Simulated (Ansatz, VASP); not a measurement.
# Two plane-wave programs on As

```
As
1.0
     3.02226    0.00000    0.00000
     0.00000    3.02226    0.00000
     0.00000    0.00000    3.02226
As
1
Direct
  0.00000 0.00000 0.00000
```

Alike in both runs: task single point; functional PBEsol; k mesh 6 × 6 × 6; occupations gaussian, width 0.1 eV; no spin polarisation.

|  | VASP | Ansatz |
| --- | --- | --- |
| version | VASP 6.6.1 | Ansatz 0.2.0 |
| potentials or method | VASP PAW PBE potentials, release 64 (As), cutoff 500 eV | scalar-relativistic, plane waves, PAW |
| valence electrons in the cell | 5 | 15 |

```csv
,VASP,Ansatz,Ansatz less VASP
gap on the k mesh at the Fermi level (eV),none,none,-
pressure (GPa),-14.2,-14.2,-0.02
```

VASP's potentials were made for PBE, not for PBEsol. A gap of «none» marks a metal or a gap that the smearing closes. VASP's potentials hold 5 valence electrons a cell and Ansatz's 15, so a difference there can come from the potentials and not from the codes.
